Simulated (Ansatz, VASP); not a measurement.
# GaGe3 in VASP and in Ansatz

INCAR

```
PREC = Accurate ; ENCUT = 520
EDIFF = 1E-6 ; ISMEAR = -1
SIGMA = 0.05 ; LREAL = F
LASPH = T ; NELM = 60
ALGO = Normal ; ISIF = 2
LWAVE = F ; LCHARG = F
GGA = RP ; NBANDS = 36
```

The input KPOINTS:

```
Automatic mesh
0
Gamma
  4 4 4
```

The input POSCAR:

```
GaGe3
1.0
    0.0000000000      3.3871670000      3.3871670000
    3.3871670000      0.0000000000      3.3871670000
    3.3871670000      3.3871670000      0.0000000000
Ge Ga
3 1
Direct
    0.5000000000      0.5000000000      0.5000000000
    0.7500000000      0.7500000000      0.7500000000
    0.2500000000      0.2500000000      0.2500000000
    0.0000000000      0.0000000000      0.0000000000
```

File input.yaml:

```yaml
crystal:
  lattice:
    - [0.0, 3.387167, 3.387167]
    - [3.387167, 0.0, 3.387167]
    - [3.387167, 3.387167, 0.0]
  atoms:
    - { symbol: Ge, position: [0.5, 0.5, 0.5] }
    - { symbol: Ge, position: [0.75, 0.75, 0.75] }
    - { symbol: Ge, position: [0.25, 0.25, 0.25] }
    - { symbol: Ga, position: [0.0, 0.0, 0.0] }
hamiltonian:
  xc: rpbe
  pseudopotentials: { kind: paw }
kpoints:
  mp_grid: { grid: [4, 4, 4] }
scf:
  occupations: { method: fermi_dirac, width: 0.05 }
  n_extra_bands: 10
output:
  forces: true
  stress: true
  eigenvalues: true
  dos: { projected: true, de: 0.05, nscf_kmesh: { grid: [6, 6, 6] } }
```

Alike in both runs: functional RPBE; k mesh 4 × 4 × 4; occupations fermi-dirac, width 0.05 eV; no spin polarisation.

```csv
,VASP,Ansatz
version,VASP 6.6.1,Ansatz 0.2.0
potentials or method,"VASP PAW PBE potentials, release 64 (Ge_d, Ga_d)",Ansatz PAW
plane-wave cutoff (eV),520,420
valence electrons in the cell,55,55
task,single point,projected density of states
```

|  | VASP | Ansatz | Ansatz less VASP |
| --- | --- | --- | --- |
| gap on the k mesh at the Fermi level (eV) | none | none | - |
| pressure (GPa) | 2.1 | 2.0 | -0.07 |

VASP's potentials were made for PBE, not for RPBE. A gap of «none» marks a metal or a gap that the smearing closes. With one functional, cell and mesh, what is left measures potentials, basis and numerics.

The k mesh is coarse, so the values compare programs but aren't converged.
